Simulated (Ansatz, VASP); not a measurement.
## One calculation of W, two programs

Contents of INCAR:

```
SYSTEM = W
PREC = Accurate ; ENCUT = 520
EDIFF = 1E-7 ; ISMEAR = 0
SIGMA = 0.15 ; LREAL = .FALSE.
LASPH = .TRUE. ; NELM = 60
ALGO = Fast ; ISIF = 2
LWAVE = .FALSE. ; LCHARG = .TRUE.
GGA = CA ; LELF = .TRUE.
LVHAR = .TRUE. ; NBANDS = 13
```

File KPOINTS:

```
Automatic mesh
0
G
  22 22 22
  0 0 0
```

The input POSCAR:

```
W
1.0
    0.0000000000      2.2909348084      1.5175152171
    2.2909348084      0.0000000000      1.5175152171
    2.2909348084      2.2909348084      0.0000000000
W
1
Direct
    0.0000000000      0.0000000000      0.0000000000
```

Input for Ansatz:

```yaml
crystal:
  lattice:
    - [0.0, 2.2909348084, 1.5175152171]
    - [2.2909348084, 0.0, 1.5175152171]
    - [2.2909348084, 2.2909348084, 0.0]
  atoms:
    - { symbol: W, position: [0.0, 0.0, 0.0] }
basis:
  ecutwfc: 420
kpoints:
  mp_grid: { grid: [22, 22, 22] }
hamiltonian:
  xc: lda
  pseudopotentials: { kind: paw, azcp: { folder: soft_1 } }
scf:
  occupations: { method: gaussian, width: 0.15 }
output:
  forces: true
  stress: true
  eigenvalues: true
```

Alike in both runs: task single point; functional LDA; k mesh 22 × 22 × 22; occupations gaussian, width 0.15 eV; no spin polarisation.

|  | VASP | Ansatz |
| --- | --- | --- |
| version | VASP 6.6.1 | Ansatz 0.2.0 |
| potentials or method | VASP PAW LDA potentials, release 64 (W_sv), cutoff 520 eV | scalar-relativistic, plane waves, PAW |
| valence electrons in the cell | 14 | 14 |

```csv
,VASP,Ansatz,Ansatz less VASP
gap on the k mesh at the Fermi level (eV),none,none,-
pressure (GPa),-8.1,-9.7,-1.63
"traceless stress, the component that is largest in VASP (GPa)",13.93,13.89,-0.042
```

Ansatz warns that its potentials were made for another functional, while VASP's fit it. LDA's correlation is that of Perdew and Zunger in VASP and of Perdew and Wang (1992) in Ansatz. A gap of «none» marks a metal or a gap that the smearing closes.

Spin-orbit coupling is off throughout.
